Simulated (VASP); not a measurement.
A run of VASP 6.6.1:

Contents of INCAR:

```
SYSTEM = GaSb
  ALGO = Normal
  EDIFF = 1E-6
  ENCUT = 520
  GGA = PE
  ISIF = 2
  ISMEAR = 0
  LASPH = .True.
  LCHARG = .True.
  LELF = .True.
  LREAL = .False.
  LVHAR = .True.
  LWAVE = .False.
  NBANDS = 16
  NELM = 60
  PREC = Accurate
  SIGMA = 0.1
```

Contents of KPOINTS:

```
k-points
0
Gamma
  16 16 16
  0 0 0
```

The input POSCAR:

```
GaSb
1.0
   -2.7657340190      2.7657340190      1.5810862673
    2.7657340190     -2.7657340190      1.5810862673
    2.7657340190      2.7657340190     -1.5810862673
Ga Sb
1 1
Direct
    0.2500000000      0.7500000000      0.5000000000
    0.0000000000      0.0000000000      0.0000000000
```

Potentials or basis: VASP PAW PBE potentials, release 64 (Ga_d, Sb).

Run with:

```sh
$ cat potpaw_PBE.64/Ga_d/POTCAR potpaw_PBE.64/Sb/POTCAR > POTCAR
$ mpirun -np 1 vasp_std > vasp.out
```

Hardware: 1 thread of Intel(R) Xeon(R) Platinum 8259CL CPU @ 2.50GHz (Skylake/Cascade Lake), with other jobs on the host.

Question: How long does it take, and how much memory?

Answer: It took 2.5 min on 1 thread of Intel(R) Xeon(R) Platinum 8259CL CPU @ 2.50GHz (Skylake/Cascade Lake), on a shared host, peak memory 0.4 GiB. Counts: scf iterations 10, k points 349.
